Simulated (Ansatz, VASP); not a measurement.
## Nb in VASP and in Ansatz

The input INCAR:

```
  ALGO = Normal
  EDIFF = 1E-6
  ENCUT = 520
  ISIF = 2
  ISMEAR = -1
  ISPIN = 2
  LASPH = True
  LCHARG = True
  LELF = True
  LMAXMIX = 4
  LORBIT = 11
  LREAL = False
  LVHAR = True
  LWAVE = False
  MAGMOM = 1
  NBANDS = 16
  NELM = 150
  PREC = Accurate
  SIGMA = 0.05
```

File KPOINTS:

```
k-points
0
Gamma
  22 22 22
```

POSCAR

```
Nb
1.0
   -1.6438829172      1.6438829172      1.6438829172
    1.6438829172     -1.6438829172      1.6438829172
    1.6438829172      1.6438829172     -1.6438829172
Nb
1
Direct
    0.0000000000      0.0000000000      0.0000000000
```

Input for Ansatz:

```yaml
crystal:
  lattice:
    - [-1.6438829172, 1.6438829172, 1.6438829172]
    - [1.6438829172, -1.6438829172, 1.6438829172]
    - [1.6438829172, 1.6438829172, -1.6438829172]
  atoms:
    - { symbol: Nb, position: [0.0, 0.0, 0.0], spin: 1.0 }
hamiltonian:
  xc: lda
  pseudopotentials:
    kind: paw
    azcp:
      Nb: "pseudopotentials/Nb.paw.azcp"
basis:
  ecutwfc: 420
  fft_grid_basis: typed
kpoints:
  mp_grid: { grid: [22, 22, 22], shift: [0, 0, 0] }
magnetization:
  spin_polarized: true
scf:
  occupations: { method: fermi_dirac, width: 0.05 }
output:
  stress: true
```

Alike in both runs: task single point; functional LDA; k mesh 22 × 22 × 22; occupations fermi-dirac, width 0.05 eV; collinear spin.

|  | VASP | Ansatz |
| --- | --- | --- |
| version | VASP 6.6.1 | Ansatz 0.2.0 |
| potentials or method | VASP PAW LDA potentials, release 64 (Nb_sv), cutoff 520 eV | plane waves (420 eV) with PAW, scalar-relativistic |
| valence electrons in the cell | 13 | 13 |

```csv
,VASP,Ansatz,Ansatz less VASP
pressure (GPa),-6.7,-6.5,+0.15
net moment per atom (μB),0.00,0.00,0.000
```

Ansatz warns that its potentials were made for another functional, while VASP's fit it. LDA's correlation is that of Perdew and Zunger in VASP and of Perdew and Wang (1992) in Ansatz. Ansatz's warnings: seeded moment not kept.
